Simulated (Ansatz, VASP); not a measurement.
Hf5H: VASP beside Ansatz

INCAR

```
ALGO = Normal
DIPOL = 0.5 0.5 0.319
EDIFF = 1E-6
ENCUT = 520
GGA = PE
IDIPOL = 3
ISIF = 2
ISMEAR = 0
IVDW = 12
LASPH = True
LCHARG = False
LDIPOL = True
LREAL = False
LWAVE = False
NBANDS = 34
NELM = 80
PREC = Accurate
SIGMA = 0.1
```

KPOINTS

```
k-points
0
Gamma
  6 6 1
```

File POSCAR:

```
Hf5H
1.0
    4.9564149667      0.0000000000      0.0000000000
   -2.4782074834      4.2923812729      0.0000000000
    0.0000000000      0.0000000000     21.1328376004
Hf H
5 1
Direct
    0.6666666667      0.3333333333      0.1892788879
    0.3333333333      0.6666666667      0.2371533849
    0.0000000000      0.0000000000      0.2763383880
    0.6666666667      0.3333333333      0.3164267596
    0.3333333333      0.6666666667      0.3706476976
    0.7777777778      1.5555555556      0.5268027802
```

Input for Ansatz:

```yaml
crystal:
  lattice:
    - [4.9564149667, 0.0, 0.0]
    - [-2.4782074834, 4.2923812729, 0.0]
    - [0.0, 0.0, 21.1328376004]
  atoms:
    - { symbol: Hf, position: [0.6666666667, 0.3333333333, 0.1892788879] }
    - { symbol: Hf, position: [0.3333333333, 0.6666666667, 0.2371533849] }
    - { symbol: Hf, position: [0.0, 0.0, 0.276338388] }
    - { symbol: Hf, position: [0.6666666667, 0.3333333333, 0.3164267596] }
    - { symbol: Hf, position: [0.3333333333, 0.6666666667, 0.3706476976] }
    - { symbol: H, position: [0.7777777778, 1.5555555556, 0.5268027802] }
basis:
  ecutwfc: 420
kpoints:
  mp_grid: { grid: [6, 6, 1] }
hamiltonian:
  xc: pbe
  dispersion: d3bj
scf:
  occupations: { method: gaussian, width: 0.1 }
output:
  forces: true
  eigenvalues: true
efield:
  axis: 3
  dipole_correction: true
  ramp_width: 0.04
```

Alike in both runs: task single point; functional PBE; dispersion D3(BJ); k mesh 6 × 6 × 1; occupations gaussian, width 0.1 eV; no spin polarisation.

|  | VASP | Ansatz |
| --- | --- | --- |
| version | VASP 6.6.1 | Ansatz 0.2.0 |
| potentials or method | VASP PAW PBE potentials, release 64 (Hf_pv, H), cutoff 520 eV | scalar-relativistic, plane waves, PAW |
| valence electrons in the cell | 51 | 131 |

Ansatz gave:

```
gap on the k mesh at the Fermi level (eV) : none
rms of the force components (eV/Å)        : 0.415
```

Question: Estimate VASP's values.

Answer: gap on the k mesh at the Fermi level (eV): none; rms of the force components (eV/Å): 0.402.

Atom by atom the forces differ by 0.033 eV/Å (rms over components). A gap of «none» marks a metal or a gap that the smearing closes. VASP's potentials hold 51 valence electrons a cell and Ansatz's 131, so a difference there can come from the potentials and not from the codes.

Spin-orbit coupling is off throughout.
